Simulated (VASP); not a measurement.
Write the native input for VASP 6.6.1 that does the following.

```
Task                   : single point
Functional             : PBEsol
Potentials or basis    : VASP PAW PBE potentials, release 64 (Cu_sv_GW, O)
Cutoff                 : 820 eV
k mesh                 : 8 × 8 × 8
Occupations            : fermi-dirac, width 0.05 eV
Spin                   : no spin polarisation
Dipole correction      : no
Further INCAR settings : ALGO = Normal; EDIFF = 1e-06; NBANDS = 42
```

The structure of Cu3O2 lies in POSCAR:

```
Cu3O2
1.0
   -2.0229820000      2.0229820000      3.7103531700
    2.0229820000     -2.0229820000      3.7103531700
    2.0229820000      2.0229820000     -3.7103531700
Cu O
3 2
Direct
    0.0000000000      0.0000000000      0.0000000000
    0.7500000000      0.2500000000      0.5000000000
    0.2500000000      0.7500000000      0.5000000000
    0.5000000000      0.0000000000      0.5000000000
    0.0000000000      0.5000000000      0.5000000000
```

One way to write it, as run:

INCAR

```
SYSTEM = Cu3O2
  ALGO = Normal
  EDIFF = 1E-6
  ENCUT = 820
  GGA = PS
  GGA_COMPAT = .FALSE.
  ISIF = 2
  ISMEAR = -1
  LASPH = .TRUE.
  LCHARG = .FALSE.
  LREAL = .FALSE.
  LWAVE = .FALSE.
  NBANDS = 42
  NELM = 120
  PREC = Accurate
  SIGMA = 0.05
```

KPOINTS

```
k-points
0
G
  8 8 8
  0 0 0
```

Potentials or basis: VASP PAW PBE potentials, release 64 (Cu_sv_GW, O).

The run is started by

```console
$ cat potpaw_PBE.64/Cu_sv_GW/POTCAR potpaw_PBE.64/O/POTCAR > POTCAR
$ mpirun -np 1 vasp_std > vasp.out
```

It gave:

The pressure is -9.0 GPa and the band gap on the k mesh is zero (an odd number of electrons rules out a gap without spin polarisation).

Caveat: the stress differs along the axes, from -14 to -6 GPa; the PAW data sets were made with another functional, which shifts forces and pressure a little.

Run time: 10 min on 1 thread of Intel(R) Xeon(R) Platinum 8488C (Sapphire Rapids), with other jobs on the host, peak memory 0.48 GiB.
